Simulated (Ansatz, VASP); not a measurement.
Two plane-wave programs on SiC

```xyz
2
Lattice="0.0000 2.2472 2.2472 2.2472 0.0000 2.2472 2.2775 2.2775 -0.0303" Properties=species:S:1:pos:R:3 pbc="T T T"
Si    0.0000    0.0000    0.0000
C     3.3936    3.3936    3.3482
```

Alike in both runs: task single point; functional PBEsol; k mesh 12 × 12 × 12; occupations gaussian, width 0.05 eV; no spin polarisation.

|  | VASP | Ansatz |
| --- | --- | --- |
| version | VASP 6.6.1 | Ansatz 0.2.0 |
| potentials or method | VASP PAW PBE potentials, release 64 (Si, C), cutoff 520 eV | scalar-relativistic, plane waves, PAW |
| valence electrons in the cell | 8 | 8 |

```csv
,VASP,Ansatz,Ansatz less VASP
gap on the k mesh at the Fermi level (eV),1.29,1.30,+0.009
least direct gap on the mesh (eV),4.22,4.23,+0.011
pressure (GPa),-19.7,-20.0,-0.29
"traceless stress, the component that is largest in VASP (GPa)",-2.64,-2.61,+0.023
rms of the force components (eV/Å),0.033,0.032,-0.0017
```

VASP's potentials were made for PBE, not for PBEsol, and Ansatz warns of the same on its side. Atom by atom the forces differ by 0.002 eV/Å (rms over components). With one functional, cell and mesh, what is left measures potentials, basis and numerics.
